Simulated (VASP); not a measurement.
# Pd (P6/mmm) in VASP: single point with PBE

Aim: the single point of Pd with PBE.

All numbers are computed with VASP 6.6.1; they aren't measurements. Logs are shortened: lines on timing, memory, paths and dates and some standing lists are left out, and cuts for length are marked.

### 1 The cell of the first run

The structure is hexagonal, space group P6/mmm (No. 191). The conventional cell has a = 2.385 Å, b = 2.385 Å, c = 2.302 Å, α = 90.00°, β = 90.00°, γ = 120.00°. Within 3.0 Å of Pd (site symmetry 6/mmm) lie 8 Pd at 2.30 to 2.38 Å.

This isn't the form of Pd at room conditions, which is fcc.

### 2 Single point, PBE

Contents of INCAR:

```
SYSTEM = Pd
PREC     = Accurate       ! precision mode
ENCUT    = 630            ! plane-wave cutoff, eV
EDIFF    = 1E-6           ! SCF threshold, eV
ISMEAR   = -1             ! smearing method
SIGMA    = 0.05           ! smearing width, eV
LREAL    = .FALSE.        ! projectors in reciprocal space
LASPH    = .TRUE.         ! aspherical terms in the spheres
NELM     = 120            ! most SCF steps
ALGO     = Normal         ! electronic algorithm
ISIF     = 2              ! what is computed and relaxed
LWAVE    = .FALSE.        ! write WAVECAR
LCHARG   = .FALSE.        ! write CHGCAR
GGA      = PE             ! functional
NBANDS   = 15             ! bands
GGA_COMPAT= .FALSE.
```

Contents of KPOINTS:

```
Automatic mesh
0
G
  18 18 17
  0 0 0
```

Contents of POSCAR:

```
Pd
1.0
    2.3847675084      0.0000000000      0.0000000000
   -1.1923837542      2.0652692444      0.0000000000
    0.0000000000      0.0000000000      2.3021619324
Pd
1
Direct
    0.0000000000      0.0000000000      0.0000000000
```

Potentials or basis: VASP PAW PBE potentials, release 64 (Pd_sv_GW).

Started as:

```bash
$ cat potpaw_PBE.64/Pd_sv_GW/POTCAR > POTCAR
$ mpirun -np 1 vasp_std > vasp.out
```

OUTCAR:

```text
SYSTEM = Pd
   PREC = Accurate
   ENCUT = 630
   EDIFF = 1E-6
   ISMEAR = -1
   LREAL = .FALSE.
   LASPH = .TRUE.
   NELM = 120
   ISIF = 2
   GGA = PE

 ion  position               nearest neighbor table
   1  0.000  0.000  0.000-

  LATTYP: Found a hexagonal cell.
 ALAT       =     2.3847675084
 C/A-ratio  =     0.9653611617

  Lattice vectors:

 A1 = (   2.3847675084,   0.0000000000,   0.0000000000)
 A2 = (  -1.1923837542,   2.0652692444,   0.0000000000)
 A3 = (   0.0000000000,   0.0000000000,   2.3021619324)

Analysis of symmetry for initial positions (statically):
=====================================================================
 Subroutine PRICEL returns:
 Original cell was already a primitive cell.

 Routine SETGRP: Setting up the symmetry group for a
 hexagonal supercell.

 Subroutine GETGRP returns: Found 24 space group operations
 (whereof 24 operations were pure point group operations)
 out of a pool of 24 trial point group operations.

The static configuration has the point symmetry D_6h.

Analysis of symmetry for dynamics (positions and initial velocities):
=====================================================================
 Subroutine PRICEL returns:
 Original cell was already a primitive cell.

 Routine SETGRP: Setting up the symmetry group for a
 hexagonal supercell.

 Subroutine GETGRP returns: Found 24 space group operations
 (whereof 24 operations were pure point group operations)
 out of a pool of 24 trial point group operations.

The dynamic configuration has the point symmetry D_6h.

 Subroutine INISYM returns: Found 24 space group operations
 (whereof 24 operations are pure point group operations),
 and found     1 'primitive' translations

----------------------------------------------------------------------------------------

                                     Primitive cell

  volume of cell :      11.3386

  direct lattice vectors                    reciprocal lattice vectors
     2.384767508  0.000000000  0.000000000     0.419328088  0.242099185  0.000000000
    -1.192383754  2.065269244  0.000000000     0.000000000  0.484198369  0.000000000
     0.000000000  0.000000000  2.302161932     0.000000000  0.000000000  0.434374310

  length of vectors
     2.384767508  2.384767508  2.302161932     0.484198369  0.484198369  0.434374310

  position of ions in fractional coordinates (direct lattice)
     0.000000000  0.000000000  0.000000000

[... 76 lines left out ...]
   LREAL  =      F    real-space projection
   EDIFFG = 0.1E-04   stopping-criterion for IOM
   NSW    =      0    number of steps for IOM
   IBRION =     -1    ionic relax: 0-MD 1-quasi-New 2-CG
   NFREE  =      0    steps in history (QN), initial steepest desc. (CG)
   ISIF   =      2    stress and relaxation
   ISYM   =      2    0-nonsym 1-usesym 2-fastsym
   POTIM  = 0.5000    time-step for ionic-motion
   TEBEG  =    0.0;   TEEND  =   0.0 temperature during run
   PSTRESS=    0.0 pullay stress
   NELECT =      18.0000    total number of electrons
   NUPDOWN=      -1.0000    fix difference up-down
   EMIN   =  10.00;   EMAX   =-10.00  energy-range for DOS
   EFERMI =   0.00;   METHOD = LEGACY
   ISMEAR =    -1;   SIGMA  =   0.05  broadening in eV -4-tet -1-fermi 0-gaus
   EFERMI_NEDOS =   21; number of points for ismear=-14 and -15
   IALGO  =     38    algorithm
   IMIX   =      4    mixing-type and parameters
     AMIX     =   0.40;   BMIX     =  1.00
     AMIX_MAG =   1.60;   BMIX_MAG =  1.00
  volume/ion in A,a.u.               =      11.34        76.52
  Fermi-wavevector in a.u.,A,eV,Ry     =   1.909763  3.608929 49.623095  3.647195
  Thomas-Fermi vector in A             =   2.946752
   LORBIT       =      0    0 simple, 1 ext, 2 COOP (PROOUT), +10 PAW based schemes
   GGA     = PE    functional components
   LHFCALC =     F    Hartree Fock is set to
   AEXX    =    0.0000 exact exchange contribution
   IVDW    =     0    specifies the selected vdW correction
   LEPSILON=     F    determine dielectric tensor
   LRPA    =     F    only Hartree local field effects (RPA)
 non-spin polarized calculation
  energy-cutoff  :      630.00
  volume of cell :       11.34
 maximum number of plane-waves:       426
 NGX is ok and might be reduce to    20
   NGX =  9   NGY =  9   NGZ =  9

 number of electron      17.9999999 magnetization

 Free energy of the ion-electron system (eV)
  ---------------------------------------------------
  ext. energy  EPLUGINS =         0.00000000
  ---------------------------------------------------
  free energy    TOTEN  =        -1.84700085 eV

  energy without entropy =       -1.84018171  energy(sigma->0) =       -1.84359128

 E-fermi :  13.3464     XC(G=0): -15.2156

 val. band max:       13.3419878508   @ k =   0.3889  -0.0000   0.1765
 cond. band min:      13.3524255610   @ k =   0.3333   0.0556   0.0000
 fundamental gap:      0.0104377102
 Fermi energy:        13.3463699992

 k-point     1 :       0.0000    0.0000    0.0000
  band No.  band energies     occupation
      1     -72.1174      2.00000
      2     -37.1707      2.00000
      3     -37.1707      2.00000
      4     -37.0709      2.00000
      5       3.9761      2.00000
      6       5.3515      2.00000
      7       8.7539      2.00000
      8       8.7539      2.00000
      9      13.6021      0.01195
     10      13.6021      0.01195
     11      30.3752      0.00000
     12      31.7616      0.00000
     13      39.5162      0.00000
     14      39.5162      0.00000
[... 401 lines left out ...]
      2     -38.4521      2.00000
      3     -37.5851      2.00000
      4     -36.9112      2.00000
      5       5.4312      2.00000
      6       7.0602      2.00000
      7      10.5989      2.00000
      8      11.3190      2.00000
      9      12.6769      2.00000
     10      15.8837      0.00000
     11      23.4700      0.00000
     12      28.7293      0.00000
     13      34.8129      0.00000
     14      40.2328      0.00000
     15      42.9500      0.00000

 [... further k-points ...]
[... 5 lines left out ...]
  --------------------------------------------------------------------------------------
  -------------------------------------------------------------------------------------
  Total       10.6210334     10.6210334     10.6108189      0.0000000      0.0000000      0.0000000
  in kB     1500.7859891   1500.7859891   1499.3426478      0.0000000      0.0000000      0.0000000
  external PRESSURE =    1500.3048754 kB  Pullay stress =       0.0000000 kB

 VOLUME and BASIS-vectors are now :
 -----------------------------------------------------------------------------
  energy-cutoff  :      630.00
  volume of cell :       11.34
      direct lattice vectors                 reciprocal lattice vectors
     2.384767508  0.000000000  0.000000000     0.419328088  0.242099185  0.000000000
    -1.192383754  2.065269244  0.000000000     0.000000000  0.484198369  0.000000000
     0.000000000  0.000000000  2.302161932     0.000000000  0.000000000  0.434374310

 POSITION                                       TOTAL-FORCE (eV/Angst)
 -----------------------------------------------------------------------------------
      0.00000      0.00000      0.00000         0.000000      0.000000      0.000000
 -----------------------------------------------------------------------------------
    total drift:                               -0.000000      0.000000      0.000000

  FREE ENERGIE OF THE ION-ELECTRON SYSTEM (eV)
  ---------------------------------------------------
  free  energy   TOTEN  =        -1.8470008496 eV

  energy  without entropy=       -1.8401817076  energy(sigma->0) =       -1.84359128
```

Wall time 38 s (1 thread of Intel Xeon Platinum 8488C (Sapphire Rapids), shared host); peak memory 0.21 GiB.

Results:

```yaml
Free_energy: -1.8470 eV
Pressure: 150.0 GPa
Band_gap_on_the_k_mesh: zero (bands 9 and 10 overlap by 3.84 eV)
```

Stress tensor (GPa, compression positive):
```
150.08   0.00   0.00
  0.00 150.08   0.00
  0.00   0.00 149.93
```

Levels at points of the mesh, in eV from the Fermi level:
| k point | band 6 | band 7 | band 8 | band 9 | band 10 | band 11 | band 12 | band 13 |
| --- | --- | --- | --- | --- | --- | --- | --- | --- |
| (0.00, 0.00, 0.00) | -7.99 | -4.59 | -4.59 | 0.26 | 0.26 | 17.03 | 18.42 | 26.17 |
| (0.50, 0.00, 0.00) | -6.27 | -2.93 | -0.42 | 0.37 | 0.72 | 9.71 | 16.98 | 20.74 |

Caveat: the cell stands under pressure.
